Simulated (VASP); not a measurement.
Crystal: TaF3.

```
CELL_PARAMETERS angstrom
3.90120 0.00000 0.00000
0.00000 3.90120 0.00000
0.00000 0.00000 3.90120
ATOMIC_POSITIONS crystal
Ta 0.00000 0.00000 0.00000
F 0.00000 0.00000 0.50000
F 0.00000 0.50000 0.00000
F 0.50000 0.00000 0.00000
```

```yaml
Program: VASP 6.6.1
Task: relaxation of cell and atoms
Functional: PBE
Potentials_or_basis: VASP PAW PBE potentials, release 64 (Ta_pv, F)
Cutoff: 600 eV
k_mesh: 7 × 7 × 7
Occupations: fermi-dirac, width 0.05 eV
Spin: no spin polarisation
```

At the start: pressure 26.0 GPa; volume 14.84 Å³/atom.

**Question.** Where does the relaxation end?

**Answer.** Over 4 steps the energy falls by 189.5 meV/atom and the volume is 17.57 Å³/atom (+18.3 %); space group Pm-3m (No. 221, to 0.05 Å).

Step by step:
| step | energy change (eV) | largest force (eV/Å) | pressure (GPa) | volume (Å³) |
| --- | --- | --- | --- | --- |
| 1 | 0.0000 | 0.0000 | 26.04 | 59.37 |
| 2 | -0.2165 | 0.0000 | -12.28 | 82.61 |
| 3 | -0.7579 | 0.0000 | -0.34 | 70.50 |
| 4 | -0.7581 | 0.0000 | 0.00 | 70.27 |

Final structure:
```
CELL_PARAMETERS angstrom
4.12650 0.00000 0.00000
0.00000 4.12650 0.00000
0.00000 0.00000 4.12650
ATOMIC_POSITIONS crystal
Ta 0.00000 0.00000 0.00000
F 0.00000 0.00000 0.50000
F 0.00000 0.50000 0.00000
F 0.50000 0.00000 0.00000
```

Caveat: the volume moved by over 15 % at a fixed basis, so the end points are rough; the volume moved by +18 % from the deposited cell, more than functionals usually miss.
